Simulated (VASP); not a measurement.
# Lu (P6_3/mmc) in VASP: notebook, part 2 of 2

VASP 6.6.1. The steps go on from the part before.

## (3) Single point, r2SCAN

This run uses another cell than the first one, of 27.73 Å³/atom.

POSCAR

```
Lu
1.0
    3.4315880974      0.0000000000      0.0000000000
   -1.7157940487      2.9718424677      0.0000000000
    0.0000000000      0.0000000000      5.4375845309
Lu
2
Direct
    0.6666666667      0.3333333333      0.7500000000
    0.3333333333      0.6666666667      0.2500000000
```

INCAR.step1

```
SYSTEM = Lu
PREC = Accurate
ENCUT = 520
ISMEAR = -1
SIGMA = 0.05
LREAL = .FALSE.
LASPH = .TRUE.
NELM = 100
NBANDS = 32
GGA = PE
ALGO = Normal
EDIFF = 1E-4
LWAVE = .TRUE.
LCHARG = .FALSE.
```

INCAR.step2

```
SYSTEM = Lu
PREC = Accurate
ENCUT = 520
EDIFF = 1E-6
ISMEAR = -1
SIGMA = 0.05
LREAL = .FALSE.
LASPH = .TRUE.
NELM = 100
ALGO = Normal
ISIF = 2
LWAVE = .FALSE.
LCHARG = .TRUE.
METAGGA = R2SCAN
LMIXTAU = .TRUE.
LELF = .TRUE.
LVHAR = .TRUE.
NBANDS = 32
ISTART = 1
```

KPOINTS

```
Automatic mesh
0
G
  9 9 5
  0 0 0
```

Potentials or basis: VASP PAW PBE potentials, release 64 (Lu).

On the command line:

```console
$ cat potpaw_PBE.64/Lu/POTCAR > POTCAR
$ cp INCAR.step1 INCAR
$ mpirun -np 1 vasp_std > vasp.out
$ cp INCAR.step2 INCAR
$ mpirun -np 1 vasp_std > vasp.out
```

OUTCAR:

```text
SYSTEM = Lu
   PREC = Accurate
   ENCUT = 520
   EDIFF = 1E-6
   ISMEAR = -1
   LREAL = .FALSE.
   LASPH = .TRUE.
   NELM = 100
   ISIF = 2
   METAGGA = R2SCAN
   ISTART = 1

 ion  position               nearest neighbor table
   1  0.667  0.333  0.750-   2 3.36   2 3.36   2 3.36   2 3.36   2 3.36   2 3.36
   2  0.333  0.667  0.250-   1 3.36   1 3.36   1 3.36   1 3.36   1 3.36   1 3.36

  LATTYP: Found a hexagonal cell.
 ALAT       =     3.4315880974
 C/A-ratio  =     1.5845679541

  Lattice vectors:

 A1 = (   3.4315880974,   0.0000000000,   0.0000000000)
 A2 = (  -1.7157940487,   2.9718424677,   0.0000000000)
 A3 = (   0.0000000000,   0.0000000000,   5.4375845309)

Analysis of symmetry for initial positions (statically):
=====================================================================
 Subroutine PRICEL returns:
 Original cell was already a primitive cell.

 Routine SETGRP: Setting up the symmetry group for a
 hexagonal supercell.

 Subroutine GETGRP returns: Found 24 space group operations
 (whereof 12 operations were pure point group operations)
 out of a pool of 24 trial point group operations.

The static configuration has the point symmetry D_3d.
 The point group associated with its full space group is D_6h.

Analysis of symmetry for dynamics (positions and initial velocities):
=====================================================================
 Subroutine PRICEL returns:
 Original cell was already a primitive cell.

 Routine SETGRP: Setting up the symmetry group for a
 hexagonal supercell.

 Subroutine GETGRP returns: Found 24 space group operations
 (whereof 12 operations were pure point group operations)
[... 112 lines left out ...]
   TEBEG  =    0.0;   TEEND  =   0.0 temperature during run
   PSTRESS=    0.0 pullay stress
   NELECT =      50.0000    total number of electrons
   NUPDOWN=      -1.0000    fix difference up-down
   EMIN   =  10.00;   EMAX   =-10.00  energy-range for DOS
   EFERMI =   0.00;   METHOD = LEGACY
   ISMEAR =    -1;   SIGMA  =   0.05  broadening in eV -4-tet -1-fermi 0-gaus
   EFERMI_NEDOS =   21; number of points for ismear=-14 and -15
   IALGO  =     38    algorithm
   IMIX   =      4    mixing-type and parameters
     AMIX     =   0.40;   BMIX     =  1.00
     AMIX_MAG =   1.60;   BMIX_MAG =  1.00
  volume/ion in A,a.u.               =      27.73       187.11
  Fermi-wavevector in a.u.,A,eV,Ry     =   1.581573  2.988739 34.033238  2.501372
  Thomas-Fermi vector in A             =   2.681628
   LORBIT       =      0    0 simple, 1 ext, 2 COOP (PROOUT), +10 PAW based schemes
   METAGGA = R2SCAN    functional components
   LHFCALC =     F    Hartree Fock is set to
   AEXX    =    0.0000 exact exchange contribution
   IVDW    =     0    specifies the selected vdW correction
   LEPSILON=     F    determine dielectric tensor
   LRPA    =     F    only Hartree local field effects (RPA)
 non-spin polarized calculation
  energy-cutoff  :      520.00
  volume of cell :       55.45
 maximum number of plane-waves:      1514
 NGX is ok and might be reduce to    28
   NGX = 13   NGY = 13   NGZ = 21

 number of electron      50.0000020 magnetization

 Free energy of the ion-electron system (eV)
  ---------------------------------------------------
  ext. energy  EPLUGINS =         0.00000000
  ---------------------------------------------------
  free energy    TOTEN  =       -76.09685667 eV

  energy without entropy =      -76.06887425  energy(sigma->0) =      -76.08286546

 E-fermi :   2.3597     XC(G=0): -11.8647

 val. band max:        2.3377921711   @ k =   0.3333   0.1111   0.2000
 cond. band min:       2.3767954322   @ k =   0.1111   0.1111   0.2000
 fundamental gap:      0.0390032611
 Fermi energy:         2.3596694100

 k-point     1 :       0.0000    0.0000    0.0000
  band No.  band energies     occupation
      1     -55.4101      2.00000
      2     -55.3647      2.00000
      3     -25.7626      2.00000
      4     -25.2361      2.00000
      5     -25.2361      2.00000
      6     -25.1442      2.00000
[... 829 lines left out ...]
     31       8.6075      0.00000
     32       8.6076      0.00000

 [... further k-points ...]

------------------------ aborting loop because EDIFF is reached ----------------------------------------

  FORCE on cell =-STRESS in cart. coord.  units (eV):
  Direction    XX          YY          ZZ          XY          YZ          ZX
  --------------------------------------------------------------------------------------
  -------------------------------------------------------------------------------------
  Total        1.1280126      1.1280126      0.6630447      0.0000000      0.0000000     -0.0000000
  in kB       32.5909906     32.5909906     19.1569521      0.0000000      0.0000000     -0.0000000
  external PRESSURE =      28.1129777 kB  Pullay stress =       0.0000000 kB

 VOLUME and BASIS-vectors are now :
 -----------------------------------------------------------------------------
  energy-cutoff  :      520.00
  volume of cell :       55.45
      direct lattice vectors                 reciprocal lattice vectors
     3.431588097  0.000000000  0.000000000     0.291410266  0.168245795  0.000000000
    -1.715794049  2.971842468  0.000000000     0.000000000  0.336491591  0.000000000
     0.000000000  0.000000000  5.437584531     0.000000000  0.000000000  0.183905187

 POSITION                                       TOTAL-FORCE (eV/Angst)
 -----------------------------------------------------------------------------------
      1.71579      0.99061      4.07819         0.000000      0.000000      0.000000
     -0.00000      1.98123      1.35940        -0.000000     -0.000000     -0.000000
 -----------------------------------------------------------------------------------
    total drift:                               -0.000000      0.000000     -0.000000

  FREE ENERGIE OF THE ION-ELECTRON SYSTEM (eV)
  ---------------------------------------------------
  free  energy   TOTEN  =       -76.0968566687 eV

  energy  without entropy=      -76.0688742547  energy(sigma->0) =      -76.08286546
```

OUTCAR.step1:

```text
SYSTEM = Lu
   PREC = Accurate
   ENCUT = 520
   ISMEAR = -1
   LREAL = .FALSE.
   LASPH = .TRUE.
[... 1064 lines left out ...]
      1.71579      0.99061      4.07819         0.000000     -0.000000      0.000000
     -0.00000      1.98123      1.35940        -0.000000      0.000000      0.000000
 -----------------------------------------------------------------------------------
    total drift:                               -0.000000      0.000000     -0.000000

  FREE ENERGIE OF THE ION-ELECTRON SYSTEM (eV)
  ---------------------------------------------------
  free  energy   TOTEN  =        -9.0281237374 eV

  energy  without entropy=       -8.9991487620  energy(sigma->0) =       -9.01363625
```

Run time: 5.7 min. Hardware: 1 thread of Intel Xeon 8259CL, shared host; peak memory 0.22 GiB.

What came out:

```yaml
Free_energy: -76.0969 eV
Pressure: 2.8 GPa
Band_gap_on_the_k_mesh: zero (bands 25 and 26 overlap by 1.64 eV)
```

Caveat: the PAW data sets were made with another functional, which shifts forces and pressure a little; spin-orbit coupling is left out, which moves the levels of the heavy elements.

## (4) Single point, r2SCAN

This run uses another cell than the first one, of 28.32 Å³/atom.

POSCAR

```
Lu
1.0
    3.4557550070      0.0000000000      0.0000000000
   -1.7278775035      2.9927716254      0.0000000000
    0.0000000000      0.0000000000      5.4758786414
Lu
2
Direct
    0.6666666667      0.3333333333      0.7500000000
    0.3333333333      0.6666666667      0.2500000000
```

INCAR.step1

```
SYSTEM = Lu
  ALGO = Normal
  EDIFF = 1E-4
  ENCUT = 520
  GGA = PE
  ISMEAR = -1
  LASPH = .True.
  LCHARG = .False.
  LREAL = .False.
  LWAVE = .True.
  NBANDS = 32
  NELM = 100
  PREC = Accurate
  SIGMA = 0.05
```

INCAR.step2

```
SYSTEM = Lu
  ALGO = Normal
  EDIFF = 1E-7
  ENCUT = 520
  ISIF = 2
  ISMEAR = -1
  ISTART = 1
  LASPH = .True.
  LCHARG = .False.
  LMIXTAU = .True.
  LREAL = .False.
  LWAVE = .False.
  METAGGA = R2SCAN
  NBANDS = 32
  NELM = 100
  PREC = Accurate
  SIGMA = 0.05
```

KPOINTS

```
k-points
0
Gamma
  9 9 5
  0 0 0
```

On the command line:

```console
$ cat potpaw_PBE.64/Lu/POTCAR > POTCAR
$ cp INCAR.step1 INCAR
$ mpirun -np 1 vasp_std > vasp.out
$ cp INCAR.step2 INCAR
$ mpirun -np 1 vasp_std > vasp.out
```

Run time: 10 min. Hardware: 1 thread of Intel Xeon 8259CL, shared host; peak memory 0.22 GiB.

Results (log left out):

| Quantity | Value |
| --- | --- |
| Free energy | -76.1159 eV |
| Pressure | 1.7 GPa |
| Band gap on the k mesh | zero (bands 25 and 26 overlap by 1.61 eV) |

Stress tensor (GPa, compression positive):
```
2.12 0.00 0.00
0.00 2.12 0.00
0.00 0.00 0.93
```

Levels at points of the mesh, in eV from the Fermi level:
| k point | band 23 | band 24 | band 25 | band 26 | band 27 | band 28 |
| --- | --- | --- | --- | --- | --- | --- |
| (0.00, 0.00, 0.00) | -4.98 | -2.50 | 0.51 | 2.49 | 2.50 | 2.83 |

Caveat: the PAW data sets were made with another functional, which shifts forces and pressure a little; spin-orbit coupling is left out, which moves the levels of the heavy elements.

## (5) Single point, r2SCAN

This run uses another cell than the first one, of 28.91 Å³/atom.

POSCAR

```
Lu
1.0
    3.4795885533      0.0000000000      0.0000000000
   -1.7397942767      3.0134120819      0.0000000000
    0.0000000000      0.0000000000      5.5136445151
Lu
2
Direct
    0.6666666667      0.3333333333      0.7500000000
    0.3333333333      0.6666666667      0.2500000000
```

INCAR.step1

```
SYSTEM = Lu
PREC = Accurate
ENCUT = 520
ISMEAR = -1
SIGMA = 0.05
LREAL = .FALSE.
LASPH = .TRUE.
NELM = 60
NBANDS = 32
GGA = PE
ALGO = Normal
EDIFF = 1E-4
LWAVE = .TRUE.
LCHARG = .FALSE.
```

INCAR.step2

```
SYSTEM = Lu
PREC = Accurate
ENCUT = 520
EDIFF = 1E-6
ISMEAR = -1
SIGMA = 0.05
LREAL = .FALSE.
LASPH = .TRUE.
NELM = 60
ALGO = Normal
ISIF = 2
LWAVE = .FALSE.
LCHARG = .TRUE.
METAGGA = R2SCAN
LMIXTAU = .TRUE.
LELF = .TRUE.
LVHAR = .TRUE.
NBANDS = 32
ISTART = 1
```

KPOINTS

```
regular mesh
0
G
  9 9 5
  0 0 0
```

On the command line:

```console
$ cat potpaw_PBE.64/Lu/POTCAR > POTCAR
$ cp INCAR.step1 INCAR
$ mpirun -np 1 vasp_std > vasp.out
$ cp INCAR.step2 INCAR
$ mpirun -np 1 vasp_std > vasp.out
```

Wall time 7.1 min (1 thread of Intel Xeon 8259CL, shared host); peak memory 0.22 GiB.

Results (log left out):

```yaml
Free_energy: -76.1265 eV
Pressure: 0.7 GPa
Band_gap_on_the_k_mesh: zero (bands 25 and 26 overlap by 1.55 eV)
```

Stress tensor (GPa, compression positive):
```
 1.07  0.00  0.00
 0.00  1.07  0.00
 0.00  0.00 -0.08
```

Levels at points of the mesh, in eV from the Fermi level:
```
           k point  band 21  band 22  band 23  band 24  band 25  band 26  band 27  band 28  band 29  band 30
(0.00, 0.00, 0.00)    -5.04    -5.02    -5.02    -2.46     0.45     2.48     2.48     2.81     3.25     3.25
```

Caveat: the PAW data sets were made with another functional, which shifts forces and pressure a little; spin-orbit coupling is left out, which moves the levels of the heavy elements.

## (6) Single point, PBE (27.73 Å³/atom)

This run uses another cell than the first one, of 27.73 Å³/atom.

INCAR

```
SYSTEM = Lu
PREC = Accurate
ENCUT = 520
EDIFF = 1E-6
ISMEAR = -1
SIGMA = 0.05
LREAL = .FALSE.
LASPH = .TRUE.
NELM = 60
ALGO = Fast
ISIF = 2
LWAVE = .FALSE.
LCHARG = .FALSE.
GGA = PE
NBANDS = 32
```

KPOINTS is that of step 5.

POSCAR

```
Lu
1.0
    3.4315880974      0.0000000000      0.0000000000
   -1.7157940487      2.9718424677      0.0000000000
    0.0000000000      0.0000000000      5.4375845309
Lu
2
Direct
    0.6666666667      0.3333333333      0.7500000000
    0.3333333333      0.6666666667      0.2500000000
```

Potentials or basis: VASP PAW PBE potentials, release 64 (Lu).

On the command line:

```console
$ cat potpaw_PBE.64/Lu/POTCAR > POTCAR
$ mpirun -np 1 vasp_std > vasp.out
```

OUTCAR:

```text
SYSTEM = Lu
   PREC = Accurate
   ENCUT = 520
   EDIFF = 1E-6
   ISMEAR = -1
   LREAL = .FALSE.
   LASPH = .TRUE.
   NELM = 60
   ISIF = 2
   GGA = PE

 ion  position               nearest neighbor table
   1  0.667  0.333  0.750-   2 3.36   2 3.36   2 3.36   2 3.36   2 3.36   2 3.36
   2  0.333  0.667  0.250-   1 3.36   1 3.36   1 3.36   1 3.36   1 3.36   1 3.36

  LATTYP: Found a hexagonal cell.
 ALAT       =     3.4315880974
 C/A-ratio  =     1.5845679541

  Lattice vectors:

[... 1029 lines left out ...]

------------------------ aborting loop because EDIFF is reached ----------------------------------------

  FORCE on cell =-STRESS in cart. coord.  units (eV):
  Direction    XX          YY          ZZ          XY          YZ          ZX
  --------------------------------------------------------------------------------------
  -------------------------------------------------------------------------------------
  Total        0.9663427      0.9663427      0.5334669      0.0000000      0.0000000      0.0000000
  in kB       27.9199603     27.9199603     15.4131398      0.0000000      0.0000000      0.0000000
  external PRESSURE =      23.7510201 kB  Pullay stress =       0.0000000 kB

 VOLUME and BASIS-vectors are now :
 -----------------------------------------------------------------------------
  energy-cutoff  :      520.00
  volume of cell :       55.45
      direct lattice vectors                 reciprocal lattice vectors
     3.431588097  0.000000000  0.000000000     0.291410266  0.168245795  0.000000000
    -1.715794049  2.971842468  0.000000000     0.000000000  0.336491591  0.000000000
     0.000000000  0.000000000  5.437584531     0.000000000  0.000000000  0.183905187

 POSITION                                       TOTAL-FORCE (eV/Angst)
 -----------------------------------------------------------------------------------
      1.71579      0.99061      4.07819        -0.000000     -0.000000      0.000000
     -0.00000      1.98123      1.35940         0.000000      0.000000      0.000000
 -----------------------------------------------------------------------------------
    total drift:                               -0.000000      0.000000     -0.000000

  FREE ENERGIE OF THE ION-ELECTRON SYSTEM (eV)
  ---------------------------------------------------
  free  energy   TOTEN  =        -9.0281207744 eV

  energy  without entropy=       -8.9991462609  energy(sigma->0) =       -9.01363352
```

OSZICAR:

```text
N       E                     dE             d eps       ncg     rms          rms(c)
DAV:   1     0.240008221317E+03    0.24001E+03   -0.19257E+04  3304   0.512E+03
DAV:   2     0.205449084098E+02   -0.21946E+03   -0.21113E+03  2472   0.555E+02
DAV:   3    -0.662782020361E+01   -0.27173E+02   -0.26738E+02  3312   0.117E+02
[... 20 lines left out ...]
RMM:  24    -0.902811645332E+01   -0.22978E-05   -0.23313E-05  2148   0.127E-02    0.300E-03
RMM:  25    -0.902811801170E+01   -0.15584E-05   -0.17473E-05  2014   0.111E-02    0.462E-03
RMM:  26    -0.902811918467E+01   -0.11730E-05   -0.13379E-05  1971   0.102E-02    0.578E-03
RMM:  27    -0.902812012664E+01   -0.94197E-06   -0.10353E-05  1885   0.910E-03    0.653E-03
RMM:  28    -0.902812077444E+01   -0.64780E-06   -0.80444E-06  1950   0.835E-03
   1 F= -.90281208E+01 E0= -.90136335E+01  d E =-.289745E-01
```

Run time: 2.1 min. Hardware: 1 thread of Intel Xeon Platinum 8259CL at 2.50GHz (Skylake/Cascade Lake), shared host; peak memory 0.21 GiB.

What came out:

```
Free energy            : -9.0281 eV
Pressure               : 2.4 GPa
Band gap on the k mesh : zero (bands 25 and 26 overlap by 1.48 eV)
```

Stress tensor (GPa, compression positive):
```
2.79 0.00 0.00
0.00 2.79 0.00
0.00 0.00 1.54
```

Levels at points of the mesh, in eV from the Fermi level:
| k point | band 22 | band 23 | band 24 | band 25 | band 26 | band 27 | band 28 | band 29 |
| --- | --- | --- | --- | --- | --- | --- | --- | --- |
| (0.00, 0.00, 0.00) | -4.77 | -4.77 | -2.53 | 0.71 | 2.26 | 2.26 | 2.56 | 3.01 |

Caveat: spin-orbit coupling is left out, which moves the levels of the heavy elements.

## (7) Summary

```tsv
level	cell	gap on the mesh (eV)	pressure (GPa)
PBE	a = 3.572, b = 3.572, c = 5.660 Å, angles 90.0, 90.0, 120.0°, 2 atoms	none	-2.9
r2SCAN	a = 3.432, b = 3.432, c = 5.438 Å, angles 90.0, 90.0, 120.0°, 2 atoms	none	2.8
r2SCAN	a = 3.456, b = 3.456, c = 5.476 Å, angles 90.0, 90.0, 120.0°, 2 atoms	none	1.7
r2SCAN	a = 3.480, b = 3.480, c = 5.514 Å, angles 90.0, 90.0, 120.0°, 2 atoms	none	0.7
PBE	a = 3.432, b = 3.432, c = 5.438 Å, angles 90.0, 90.0, 120.0°, 2 atoms	none	2.4
```

Alike in all rows: task single point; potentials or basis VASP PAW PBE potentials, release 64 (Lu); no spin polarisation; k mesh 9 × 9 × 5; cutoff (eV) 520; smearing fermi-dirac 0.05 eV.

Caveats: spin-orbit coupling is left out, which moves the levels of the heavy elements; the PAW data sets were made with another functional, which shifts forces and pressure a little (at least some runs).

Total energies depend on the potentials used, so only differences within one code and one set of settings carry meaning.

The gap in the log of VASP goes by the Fermi energy; the results here count the filled bands.